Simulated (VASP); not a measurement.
A run of VASP 6.6.1 is set up as follows.

Contents of INCAR:

```
SYSTEM = SnSe
PREC = Accurate
ENCUT = 520
EDIFF = 1E-6
ISMEAR = 0
SIGMA = 0.05
LREAL = .False.
LASPH = .True.
NELM = 100
ALGO = Normal
ISIF = 2
LWAVE = .False.
LCHARG = .True.
LELF = .True.
LVHAR = .True.
NBANDS = 17
```

File KPOINTS:

```
Automatic mesh
0
Gamma
  8 8 8
  0 0 0
```

File POSCAR:

```
SnSe
1.0
    0.0000000000      3.0100000000      3.0100000000
    3.0100000000      0.0000000000      3.0100000000
    3.0100000000      3.0100000000      0.0000000000
Sn Se
1 1
Direct
   -0.0166112957     -0.0166112957     -0.0068806240
    0.5000000000      0.5000000000      0.5000000000
```

Potentials or basis: VASP PAW LDA potentials, release 64 (Sn_d, Se).

The run is started by

```console
$ cat potpaw_LDA.64/Sn_d/POTCAR potpaw_LDA.64/Se/POTCAR > POTCAR
$ mpirun -np 1 vasp_std > vasp.out
```

(1) Predict the band gap on the k mesh.

(2) What does it give for the pressure?

Answers

(1) 0.60 eV, direct.

(2) -3.0 GPa.

Caveat: the cell differs from its parent crystal (atom 1 (Sn) moved by (-0.100, -0.100) A along [1 1 0] and z); spin-orbit coupling is left out, which moves the levels of the heavy elements.
